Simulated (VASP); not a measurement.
A run of VASP 6.6.1:

Contents of INCAR:

```
PREC = Accurate
ENCUT = 520
EDIFF = 1E-6
ISMEAR = 0
SIGMA = 0.03
LREAL = False
LASPH = True
NELM = 60
ALGO = Normal
ISIF = 2
LWAVE = False
LCHARG = True
GGA = PE
LELF = True
LVHAR = True
NBANDS = 44
```

File KPOINTS:

```
regular mesh
0
Gamma
  12 12 2
```

The input POSCAR:

```
Ge2Sb2Te5
1.0
    3.9030466056      0.0000000000      0.0000000000
   -1.9515233028      3.3801375126      0.0000000000
    0.0000000000      0.0000000000     19.8598720434
Ge Sb Te
2 2 5
Direct
    0.0000000000      0.0000000000      0.3314713560
    0.0000000000      0.0000000000      0.6685286440
    0.3333333333      0.6666666667      0.1121550832
    0.6666666667      0.3333333333      0.8878449168
    0.0000000000      0.0000000000      0.0000000000
    0.3333333333      0.6666666667      0.7913602895
    0.6666666667      0.3333333333      0.2086397105
    0.3333333333      0.6666666667      0.4097504733
    0.6666666667      0.3333333333      0.5902495267
```

Potentials or basis: VASP PAW PBE potentials, release 64 (Ge_d, Sb, Te).

Launch:

```console
$ cat potpaw_PBE.64/Ge_d/POTCAR potpaw_PBE.64/Sb/POTCAR potpaw_PBE.64/Te/POTCAR > POTCAR
$ mpirun -np 1 vasp_std > vasp.out
```

Hardware: 1 thread of Intel(R) Xeon(R) 6975P-C (Granite Rapids) (shared host).

Q: Estimate the wall time of this run.

A: Run time: 7.1 min on 1 thread of Intel(R) Xeon(R) 6975P-C (Granite Rapids), with other jobs on the host, peak memory 0.6 GiB. Counts: scf iterations 22, k points 38.
